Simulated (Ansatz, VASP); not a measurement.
# One calculation of Ta, two programs

The input INCAR:

```
  ALGO = Normal
  EDIFF = 1E-6
  EDIFFG = -0.01
  ENCUT = 600
  GGA = RP
  IBRION = 2
  ISIF = 3
  ISMEAR = -1
  LASPH = T
  LCHARG = F
  LREAL = F
  LWAVE = F
  NELM = 100
  NSW = 80
  PREC = Accurate
  SIGMA = 0.1
```

File KPOINTS:

```
k-points
0
Gamma
  5 5 5
```

POSCAR

```
Ta
1.0
    5.2476303976      0.0000000000      0.0000000000
    0.0000000000      5.2476303976      0.0000000000
    0.0000000000      0.0000000000      5.2476303976
Ta
8
Direct
    0.0000000000      0.0000000000      0.0000000000
    0.5000000000      0.5000000000      0.5000000000
    0.2500000000      0.0000000000      0.5000000000
    0.7500000000      0.0000000000      0.5000000000
    0.5000000000      0.2500000000      0.0000000000
    0.5000000000      0.7500000000      0.0000000000
    0.0000000000      0.5000000000      0.2500000000
    0.0000000000      0.5000000000      0.7500000000
```

Input for Ansatz:

```yaml
crystal:
  lattice:
    - [5.2476303976, 0.0, 0.0]
    - [0.0, 5.2476303976, 0.0]
    - [0.0, 0.0, 5.2476303976]
  atoms:
    - { symbol: Ta, position: [0.0, 0.0, 0.0] }
    - { symbol: Ta, position: [0.5, 0.5, 0.5] }
    - { symbol: Ta, position: [0.25, 0.0, 0.5] }
    - { symbol: Ta, position: [0.75, 0.0, 0.5] }
    - { symbol: Ta, position: [0.5, 0.25, 0.0] }
    - { symbol: Ta, position: [0.5, 0.75, 0.0] }
    - { symbol: Ta, position: [0.0, 0.5, 0.25] }
    - { symbol: Ta, position: [0.0, 0.5, 0.75] }
hamiltonian:
  xc: rpbe
  pseudopotentials:
    kind: paw
    azcp:
      Ta: "pseudopotentials/Ta.paw.azcp"
basis:
  ecutwfc: 420
  fft_grid_basis: typed
kpoints:
  mp_grid: { grid: [5, 5, 5], shift: [0, 0, 0] }
magnetization:
  spin_polarized: false
scf:
  occupations: { method: fermi_dirac, width: 0.1 }
relax:
  max_steps: 60
  f_tol: 0.01
  cell: {}
output:
  write_density: true
  write_potential: true
  elf: true
  volumetric_format: npy
```

Alike in both runs: task relaxation of cell and atoms; functional RPBE; k mesh 5 × 5 × 5; occupations fermi-dirac, width 0.1 eV; no spin polarisation.

|  | VASP | Ansatz |
| --- | --- | --- |
| version | VASP 6.6.1 | Ansatz 0.2.0 |
| potentials or method | VASP PAW PBE potentials, release 64 (Ta_pv), cutoff 600 eV | plane waves (420 eV) with PAW, scalar-relativistic |
| valence electrons in the cell | 88 | 104 |

Ansatz gave:

- relaxed volume (Å³/atom): 19.02
- relaxed length of the cell vector where the two differ most in proportion (Å): 5.339

Task: What did VASP give for the same quantities?

Result: Relaxed volume (Å³/atom): 19.04; relaxed length of the cell vector where the two differ most in proportion (Å): 5.340.

VASP's potentials were made for PBE, not for RPBE. VASP's potentials hold 88 valence electrons a cell and Ansatz's 104, so a difference there can come from the potentials and not from the codes.

Neither program's run includes spin-orbit coupling.
